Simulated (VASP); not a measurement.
# CoSi2 (Fm-3m) in VASP: a series of runs

The runs below take CoSi2 through single point, relaxation of cell and atoms, with LDA, PBE.

Program: VASP 6.6.1. These are calculated values, not measurements. Logs are shortened: lines on timing, memory, paths and dates and some standing lists are left out, and cuts for length are marked.

**1. The cell of the first run**

The structure is cubic, space group Fm-3m (No. 225). The conventional cell has a = 5.283 Å, b = 5.283 Å, c = 5.283 Å, α = 90.00°, β = 90.00°, γ = 90.00°. Co (site symmetry m-3m) has 8 Si at 2.29 Å within 3.0 Å. Within 3.0 Å of Si (site symmetry -43m) lie 4 Co at 2.29 Å and 6 Si at 2.64 Å.

**2. Single point, LDA, collinear spin, zero start**

Contents of INCAR:

```
SYSTEM = CoSi2
ALGO = Normal ; EDIFF = 1E-6
ENCUT = 520 ; ISIF = 2
ISMEAR = 0 ; ISPIN = 2
LASPH = .True. ; LCHARG = .True.
LELF = .True. ; LMAXMIX = 4
LORBIT = 11 ; LREAL = .False.
LVHAR = .True. ; LWAVE = .False.
MAGMOM = 0 0 0 ; NBANDS = 20
NELM = 150 ; PREC = Accurate
SIGMA = 0.1
```

Contents of KPOINTS:

```
k-points
0
Gamma
  14 14 14
  0 0 0
```

Contents of POSCAR:

```
CoSi2
1.0
    0.0000000000      2.6416189684      2.6416189684
    2.6416189684      0.0000000000      2.6416189684
    2.6416189684      2.6416189684      0.0000000000
Co Si
1 2
Direct
    0.0000000000      0.0000000000      0.0000000000
    0.2500000000      0.2500000000      0.2500000000
    0.7500000000      0.7500000000      0.7500000000
```

Potentials or basis: VASP PAW LDA potentials, release 64 (Co, Si).

Launch:

```console
> cat potpaw_LDA.64/Co/POTCAR potpaw_LDA.64/Si/POTCAR > POTCAR
> mpirun -np 1 vasp_std > vasp.out
```

OUTCAR:

```text
SYSTEM = CoSi2
   EDIFF = 1E-6
   ENCUT = 520
   ISIF = 2
   ISMEAR = 0
   ISPIN = 2
   LASPH = .True.
   LORBIT = 11
   LREAL = .False.
   NELM = 150
   PREC = Accurate

 ion  position               nearest neighbor table
   1  0.000  0.000  0.000-   3 2.29   3 2.29   3 2.29   2 2.29   3 2.29   2 2.29   2 2.29   2 2.29

   2  0.250  0.250  0.250-   1 2.29   1 2.29   1 2.29   1 2.29   3 2.64   3 2.64   3 2.64   3 2.64
                             3 2.64   3 2.64
   3  0.750  0.750  0.750-   1 2.29   1 2.29   1 2.29   1 2.29   2 2.64   2 2.64   2 2.64   2 2.64
                             2 2.64   2 2.64

  LATTYP: Found a face centered cubic cell.
 ALAT       =     5.2832379368

  Lattice vectors:

 A1 = (   0.0000000000,   2.6416189684,   2.6416189684)
 A2 = (   2.6416189684,   0.0000000000,   2.6416189684)
 A3 = (   2.6416189684,   2.6416189684,   0.0000000000)

Analysis of symmetry for initial positions (statically):
=====================================================================
 Subroutine PRICEL returns:
 Original cell was already a primitive cell.

 Routine SETGRP: Setting up the symmetry group for a
 face centered cubic supercell.

 Subroutine GETGRP returns: Found 48 space group operations
 (whereof 48 operations were pure point group operations)
 out of a pool of 48 trial point group operations.

The static configuration has the point symmetry O_h .

Analysis of symmetry for dynamics (positions and initial velocities):
=====================================================================
 Subroutine PRICEL returns:
 Original cell was already a primitive cell.

 Routine SETGRP: Setting up the symmetry group for a
 face centered cubic supercell.

 Subroutine GETGRP returns: Found 48 space group operations
 (whereof 48 operations were pure point group operations)
 out of a pool of 48 trial point group operations.

The dynamic configuration has the point symmetry O_h .

Analysis of structural, dynamic, and magnetic symmetry:
=====================================================================
 Subroutine PRICEL returns:
 Original cell was already a primitive cell.

 Routine SETGRP: Setting up the symmetry group for a
 face centered cubic supercell.

 Subroutine GETGRP returns: Found 48 space group operations
 (whereof 48 operations were pure point group operations)
 out of a pool of 48 trial point group operations.

The overall configuration has the point symmetry O_h .

 Subroutine INISYM returns: Found 48 space group operations
 (whereof 48 operations are pure point group operations),
 and found     1 'primitive' translations

----------------------------------------------------------------------------------------

                                     Primitive cell

  volume of cell :      36.8672

  direct lattice vectors                    reciprocal lattice vectors
     0.000000000  2.641618968  2.641618968    -0.189277866  0.189277866  0.189277866
     2.641618968  0.000000000  2.641618968     0.189277866 -0.189277866  0.189277866
     2.641618968  2.641618968  0.000000000     0.189277866  0.189277866 -0.189277866

  length of vectors
     3.735813372  3.735813372  3.735813372     0.327838880  0.327838880  0.327838880

  position of ions in fractional coordinates (direct lattice)
     0.000000000  0.000000000  0.000000000
     0.250000000  0.250000000  0.250000000
     0.750000000  0.750000000  0.750000000

  ion indices of the primitive-cell ions
   primitive index   ion index
                 1           1
                 2           2
                 3           3

----------------------------------------------------------------------------------------

 KPOINTS: k-points

Automatic generation of k-mesh.
 Grid dimensions read from file:
 generate k-points for:   14   14   14

 Generating k-lattice:

  Cartesian coordinates                     Fractional coordinates (reciprocal lattice)
    -0.013519848  0.013519848  0.013519848     0.071428571  0.000000000  0.000000000
     0.013519848 -0.013519848  0.013519848     0.000000000  0.071428571  0.000000000
     0.013519848  0.013519848 -0.013519848     0.000000000  0.000000000  0.071428571

  Length of vectors
     0.023417063  0.023417063  0.023417063

  Shift w.r.t. Gamma in fractional coordinates (k-lattice)
     0.000000000  0.000000000  0.000000000

 Subroutine IBZKPT returns following result:
 ===========================================

 Found    104 irreducible k-points:

 Following reciprocal coordinates:
            Coordinates               Weight
  0.000000  0.000000  0.000000      1.000000
  0.071429  0.000000  0.000000      8.000000
  0.142857  0.000000  0.000000      8.000000
  0.214286  0.000000  0.000000      8.000000
  0.285714  0.000000  0.000000      8.000000
  0.357143  0.000000  0.000000      8.000000
[... 16 lines left out ...]
  0.214286  0.142857  0.000000     24.000000
  0.285714  0.142857  0.000000     24.000000
 [... further k-points ...]
   k-points           NKPTS =    104   k-points in BZ     NKDIM =    104   number of bands    NBANDS=     20
   number of dos      NEDOS =    301   number of ions     NIONS =      3
   total plane-waves  NPLWV =  21952
   dimension x,y,z NGX =    28 NGY =   28 NGZ =   28
   dimension x,y,z NGXF=    56 NGYF=   56 NGZF=   56
   ions per type =               1   2
   NGX,Y,Z   is equivalent  to a cutoff of  12.46, 12.46, 12.46 a.u.
   NGXF,Y,Z  is equivalent  to a cutoff of  24.92, 24.92, 24.92 a.u.
 SYSTEM =  CoSi2
   PREC   = accura    normal or accurate (medium, high low for compatibility)
   ISTART =      0    job   : 0-new  1-cont  2-samecut
   ICHARG =      2    charge: 1-file 2-atom 10-const
   ISPIN  =      2    spin polarized calculation?
   LNONCOLLINEAR =      F non collinear calculations
   LSORBIT =      F    spin-orbit coupling
   LASPH  =      T    aspherical Exc in radial PAW
   ENCUT  =  520.0 eV  38.22 Ry    6.18 a.u.   6.95  6.95  6.95*2*pi/ulx,y,z
   NELM   =    150;   NELMIN=  2; NELMDL= -5     # of ELM steps
   EDIFF  = 0.1E-05   stopping-criterion for ELM
   LREAL  =      F    real-space projection
   EDIFFG = 0.1E-04   stopping-criterion for IOM
   NSW    =      0    number of steps for IOM
   IBRION =     -1    ionic relax: 0-MD 1-quasi-New 2-CG
   NFREE  =      0    steps in history (QN), initial steepest desc. (CG)
   ISIF   =      2    stress and relaxation
   ISYM   =      2    0-nonsym 1-usesym 2-fastsym
   POTIM  = 0.5000    time-step for ionic-motion
   TEBEG  =    0.0;   TEEND  =   0.0 temperature during run
   PSTRESS=    0.0 pullay stress
   NELECT =      17.0000    total number of electrons
   NUPDOWN=      -1.0000    fix difference up-down
   EMIN   =  10.00;   EMAX   =-10.00  energy-range for DOS
   EFERMI =   0.00;   METHOD = LEGACY
   ISMEAR =     0;   SIGMA  =   0.10  broadening in eV -4-tet -1-fermi 0-gaus
   EFERMI_NEDOS =   21; number of points for ismear=-14 and -15
   IALGO  =     38    algorithm
   IMIX   =      4    mixing-type and parameters
     AMIX     =   0.40;   BMIX     =  1.00
     AMIX_MAG =   1.60;   BMIX_MAG =  1.00
  volume/ion in A,a.u.               =      12.29        82.93
  Fermi-wavevector in a.u.,A,eV,Ry     =   1.264768  2.390065 21.764407  1.599639
  Thomas-Fermi vector in A             =   2.398056
   LORBIT       =     11    0 simple, 1 ext, 2 COOP (PROOUT), +10 PAW based schemes
   GGA     = CA    functional components
   LHFCALC =     F    Hartree Fock is set to
   AEXX    =    0.0000 exact exchange contribution
   IVDW    =     0    specifies the selected vdW correction
   LEPSILON=     F    determine dielectric tensor
   LRPA    =     F    only Hartree local field effects (RPA)
 spin polarized calculation
 Gauss-broadening in eV      SIGMA  =   0.10
  energy-cutoff  :      520.00
  volume of cell :       36.87
 maximum number of plane-waves:      1010
   NGX = 13   NGY = 13   NGZ = 13

 number of electron      17.0000008 magnetization      -0.0000014

 number of electron      17.0000008 magnetization       0.0000006

 Free energy of the ion-electron system (eV)
  ---------------------------------------------------
  ext. energy  EPLUGINS =         0.00000000
  ---------------------------------------------------
  free energy    TOTEN  =       -21.93135947 eV

  energy without entropy =      -21.92627195  energy(sigma->0) =      -21.92881571

 E-fermi :  10.5802     XC(G=0): -12.0967

 val. band max:       10.4960348424   @ k =   0.4286   0.0714   0.0000
 cond. band min:      10.5810162050   @ k =   0.4286   0.2143   0.0714
 fundamental gap:      0.0849813626
 Fermi energy:        10.5801686725

 spin component 1

 k-point     1 :       0.0000    0.0000    0.0000
  band No.  band energies     occupation
      1      -2.8302      1.00000
      2       6.2807      1.00000
      3       6.2807      1.00000
      4       6.2807      1.00000
      5       8.5118      1.00000
      6       8.5118      1.00000
[... 12 lines left out ...]
     19      21.1328      0.00000
     20      26.1385      0.00000

 k-point     2 :       0.0714    0.0000    0.0000
  band No.  band energies     occupation
      1      -2.7503      1.00000
      2       6.0987      1.00000
      3       6.3095      1.00000
      4       6.3095      1.00000
      5       8.4870      1.00000
      6       8.4870      1.00000
[... 12 lines left out ...]
     19      21.4963      0.00000
     20      26.3819      0.00000
[... 465 lines left out ...]
      3       6.3571      1.00000
      4       6.3943      1.00000
      5       7.8667      1.00000
      6       8.6611      1.00000
[... 12 lines left out ...]
     19      24.0045      0.00000
     20      28.3536      0.00000

 k-point    24 :       0.2857    0.1429    0.0000
  band No.  band energies     occupation
      1      -1.6761      1.00000
      2       4.5791      1.00000
      3       6.4404      1.00000
      4       6.5058      1.00000
      5       7.6731      1.00000
      6       8.7010      1.00000
[... 12 lines left out ...]
     19      25.4487      0.00000
     20      27.5976      0.00000

 [... further k-points ...]

 spin component 2

 k-point     1 :       0.0000    0.0000    0.0000
  band No.  band energies     occupation
      1      -2.8302      1.00000
      2       6.2807      1.00000
      3       6.2807      1.00000
      4       6.2807      1.00000
      5       8.5118      1.00000
      6       8.5118      1.00000
[... 12 lines left out ...]
     19      21.1328      0.00000
     20      26.1385      0.00000

 k-point     2 :       0.0714    0.0000    0.0000
  band No.  band energies     occupation
      1      -2.7503      1.00000
      2       6.0987      1.00000
      3       6.3095      1.00000
      4       6.3095      1.00000
      5       8.4870      1.00000
      6       8.4870      1.00000
[... 12 lines left out ...]
     19      21.4963      0.00000
     20      26.3819      0.00000
[... 465 lines left out ...]
      3       6.3571      1.00000
      4       6.3943      1.00000
      5       7.8667      1.00000
      6       8.6611      1.00000
[... 12 lines left out ...]
     19      24.0045      0.00000
     20      28.3536      0.00000

 k-point    24 :       0.2857    0.1429    0.0000
  band No.  band energies     occupation
      1      -1.6761      1.00000
      2       4.5791      1.00000
      3       6.4404      1.00000
      4       6.5058      1.00000
      5       7.6731      1.00000
      6       8.7010      1.00000
[... 12 lines left out ...]
     19      25.4487      0.00000
     20      27.5967      0.00000

 [... further k-points ...]
[... 5 lines left out ...]
  --------------------------------------------------------------------------------------
  -------------------------------------------------------------------------------------
  Total       -0.2033362     -0.2033362     -0.2033362      0.0000000      0.0000000     -0.0000000
  in kB       -8.8365900     -8.8365900     -8.8365900      0.0000000      0.0000000     -0.0000000
  external PRESSURE =      -8.8365900 kB  Pullay stress =       0.0000000 kB

 VOLUME and BASIS-vectors are now :
 -----------------------------------------------------------------------------
  energy-cutoff  :      520.00
  volume of cell :       36.87
      direct lattice vectors                 reciprocal lattice vectors
     0.000000000  2.641618968  2.641618968    -0.189277866  0.189277866  0.189277866
     2.641618968  0.000000000  2.641618968     0.189277866 -0.189277866  0.189277866
     2.641618968  2.641618968  0.000000000     0.189277866  0.189277866 -0.189277866

 POSITION                                       TOTAL-FORCE (eV/Angst)
 -----------------------------------------------------------------------------------
      0.00000      0.00000      0.00000        -0.000000     -0.000000     -0.000000
      1.32081      1.32081      1.32081        -0.000000      0.000000     -0.000000
      3.96243      3.96243      3.96243         0.000000      0.000000      0.000000
 -----------------------------------------------------------------------------------
    total drift:                               -0.000000     -0.000000      0.000000

  FREE ENERGIE OF THE ION-ELECTRON SYSTEM (eV)
  ---------------------------------------------------
  free  energy   TOTEN  =       -21.9313594730 eV

  energy  without entropy=      -21.9262719484  energy(sigma->0) =      -21.92881571

 total charge

# of ion       s       p       d       tot
------------------------------------------
    1        0.565   0.767   7.663   8.995
    2        0.723   0.907   0.000   1.630
    3        0.723   0.907   0.000   1.630
--------------------------------------------------
tot          2.011   2.580   7.663  12.254

 magnetization (x)

# of ion       s       p       d       tot
------------------------------------------
    1       -0.000  -0.000   0.000   0.000
    2       -0.000  -0.000   0.000  -0.000
    3       -0.000  -0.000   0.000  -0.000
--------------------------------------------------
tot         -0.000  -0.000   0.000   0.000
```

Wall time 79 s (1 thread of Intel Xeon Platinum 8488C (Sapphire Rapids), shared host); peak memory 0.23 GiB.

What came out:

* Free energy: -21.9314 eV
* Pressure: -0.9 GPa
* Net moment: 0.00 μB per cell
* Valence electrons inside the program's atomic spheres: Co 8.99; Si 1.63

**3. Relaxation of cell and atoms, PBE, target pressure 90 GPa, at which the enthalpy is minimised**

This run uses another cell than the first one, of 9.84 Å³/atom, 0.801 times its volume.

Contents of INCAR:

```
SYSTEM = CoSi2
PREC = Accurate
ENCUT = 600
EDIFF = 1E-6
ISMEAR = 0
SIGMA = 0.1
LREAL = .FALSE.
LASPH = .TRUE.
NELM = 80
ALGO = Normal
ISIF = 3
LWAVE = .FALSE.
LCHARG = .FALSE.
GGA = PE
IBRION = 2
NSW = 70
EDIFFG = -0.008
PSTRESS = 900.0
```

Contents of KPOINTS:

```
regular mesh
0
G
  14 14 14
  0 0 0
```

Contents of POSCAR:

```
CoSi2
1.0
    0.0000000000      2.4533882664      2.4533882664
    2.4533882664      0.0000000000      2.4533882664
    2.4533882664      2.4533882664      0.0000000000
Co Si
1 2
Direct
    0.0000000000      0.0000000000      0.0000000000
    0.2500000000      0.2500000000      0.2500000000
    0.7500000000      0.7500000000      0.7500000000
```

Potentials or basis: VASP PAW PBE potentials, release 64 (Co, Si).

Launch:

```console
> cat potpaw_PBE.64/Co/POTCAR potpaw_PBE.64/Si/POTCAR > POTCAR
> mpirun -np 1 vasp_std > vasp.out
```

Wall time 65 s (1 thread of Intel Xeon Platinum 8488C (Sapphire Rapids), shared host); peak memory 0.2 GiB.

Results (log left out):

- Free energy: -17.2723 eV
- Relaxed volume: 9.75 Å³/atom
- Relaxed cell: a = 3.459 Å, b = 3.459 Å, c = 3.459 Å, α = 60.00°, β = 60.00°, γ = 60.00°
- Space group after relaxing (to 0.05 Å): Fm-3m (No. 225)
- Energy change on relaxing (the enthalpy is what falls): +51.4 meV/atom
- Ionic steps: 3
- Pressure after relaxing: 89.9 GPa

Step by step:
```tsv
step	energy change (eV)	largest force (eV/Å)	pressure (GPa)	volume (Å³)
1	0.0000	0.0000	84.94	29.53
2	0.7917	0.0000	109.74	28.23
3	0.1543	0.0000	89.89	29.25
```

Final structure:
```cif
data_structure
_symmetry_space_group_name_H-M 'P 1'
_symmetry_Int_Tables_number 1
_cell_length_a 3.4585
_cell_length_b 3.4585
_cell_length_c 3.4585
_cell_angle_alpha 60.000
_cell_angle_beta 60.000
_cell_angle_gamma 60.000
_cell_volume 29.25
loop_
_atom_site_label
_atom_site_type_symbol
_atom_site_fract_x
_atom_site_fract_y
_atom_site_fract_z
_atom_site_occupancy
Co1 Co 0.00000 0.00000 0.00000 1
Si1 Si 0.25000 0.25000 0.25000 1
Si2 Si 0.75000 0.75000 0.75000 1
```

Levels at points of the mesh, in eV from the Fermi level:
```csv
k point,band 6,band 7,band 8,band 9,band 10,band 11,band 12
"(0.00, 0.00, 0.00)",-3.05,3.39,3.39,3.39,3.87,4.63,4.63
"(0.50, 0.00, 0.00)",-2.56,-2.56,-0.59,-0.59,3.52,4.29,4.29
"(0.50, 0.50, 0.00)",-2.88,-2.88,-2.83,-2.12,2.88,3.04,8.76
```

Caveat: the cell is relaxed towards a set pressure, so the enthalpy falls and the energy may rise.

**4. Relaxation of cell and atoms, PBE, target pressure 50 GPa, at which the enthalpy is minimised**

This run uses another cell than the first one, of 10.62 Å³/atom, 0.864 times its volume.

Contents of INCAR:

```
ALGO = Normal
EDIFF = 1E-6
EDIFFG = -0.008
ENCUT = 600
GGA = PE
IBRION = 2
ISIF = 3
ISMEAR = 0
LASPH = T
LCHARG = F
LREAL = F
LWAVE = F
NELM = 60
NSW = 70
PREC = Accurate
PSTRESS = 500.0
SIGMA = 0.1
```

Contents of KPOINTS:

```
k-points
0
Gamma
  14 14 14
```

Contents of POSCAR:

```
CoSi2
1.0
    0.0000000000      2.5161422668      2.5161422668
    2.5161422668      0.0000000000      2.5161422668
    2.5161422668      2.5161422668      0.0000000000
Co Si
1 2
Direct
    0.0000000000      0.0000000000      0.0000000000
    0.2500000000      0.2500000000      0.2500000000
    0.7500000000      0.7500000000      0.7500000000
```

Launch:

```console
> cat potpaw_PBE.64/Co/POTCAR potpaw_PBE.64/Si/POTCAR > POTCAR
> mpirun -np 1 vasp_std > vasp.out
```

It took 62 s on 1 thread of Intel Xeon Platinum 8488C (Sapphire Rapids), shared host; peak memory 0.2 GiB.

Results (log left out):

```
Free energy                                            : -18.4404 eV
Relaxed volume                                         : 10.66 Å³/atom
Relaxed cell                                           : a = 3.563 Å, b = 3.563 Å, c = 3.563 Å, α = 60.00°, β = 60.00°, γ = 60.00°
Space group after relaxing (to 0.05 Å)                 : Fm-3m (No. 225)
Energy change on relaxing (the enthalpy is what falls) : -12.5 meV/atom
Ionic steps                                            : 3
Pressure after relaxing                                : 50.0 GPa
```

The path:
| step | energy change (eV) | largest force (eV/Å) | pressure (GPa) | volume (Å³) |
| --- | --- | --- | --- | --- |
| 1 | 0.0000 | 0.0000 | 51.33 | 31.86 |
| 2 | -0.1252 | 0.0000 | 46.55 | 32.27 |
| 3 | -0.0375 | 0.0000 | 50.01 | 31.98 |

Final structure:
```xyz
3
Lattice="0.0000 2.5193 2.5193 2.5193 0.0000 2.5193 2.5193 2.5193 0.0000" Properties=species:S:1:pos:R:3 pbc="T T T"
Co    0.0000    0.0000    0.0000
Si    1.2596    1.2596    1.2596
Si    3.7789    3.7789    3.7789
```

Levels at points of the mesh, in eV from the Fermi level:
```tsv
k point	band 6	band 7	band 8	band 9	band 10	band 11	band 12
(0.00, 0.00, 0.00)	-2.63	2.75	3.43	3.43	3.43	4.19	4.19
(0.50, 0.00, 0.00)	-2.22	-2.22	-0.57	-0.57	3.26	3.98	3.98
(0.50, 0.50, 0.00)	-2.54	-2.54	-2.51	-1.83	2.40	3.00	8.71
```

Caveat: the cell is relaxed towards a set pressure, so the enthalpy falls and the energy may rise.

**5. Overview**

| task | level | potentials or basis | spin | cell | cutoff (eV) | gap on the mesh (eV) | pressure (GPa) |
| --- | --- | --- | --- | --- | --- | --- | --- |
| single point | LDA | VASP PAW LDA potentials, release 64 (Co, Si) | collinear, zero start | a = 3.736 Å, angles 60.0°, 3 atoms | 520 | none | -0.9 |
| relaxation of cell and atoms | PBE | VASP PAW PBE potentials, release 64 (Co, Si) | off | relaxed to 90 GPa from a = 3.470 Å, angles 60.0°, 3 atoms | 600 | none | 89.9 |
| relaxation of cell and atoms | PBE | VASP PAW PBE potentials, release 64 (Co, Si) | off | relaxed to 50 GPa from a = 3.558 Å, angles 60.0°, 3 atoms | 600 | none | 50.0 |

Alike in all rows: k mesh 14 × 14 × 14; smearing gaussian 0.1 eV.

Caveats: the cell is relaxed towards a set pressure, so the enthalpy falls and the energy may rise (some runs).

Total energies depend on the potentials used, so only differences within one code and one set of settings carry meaning.
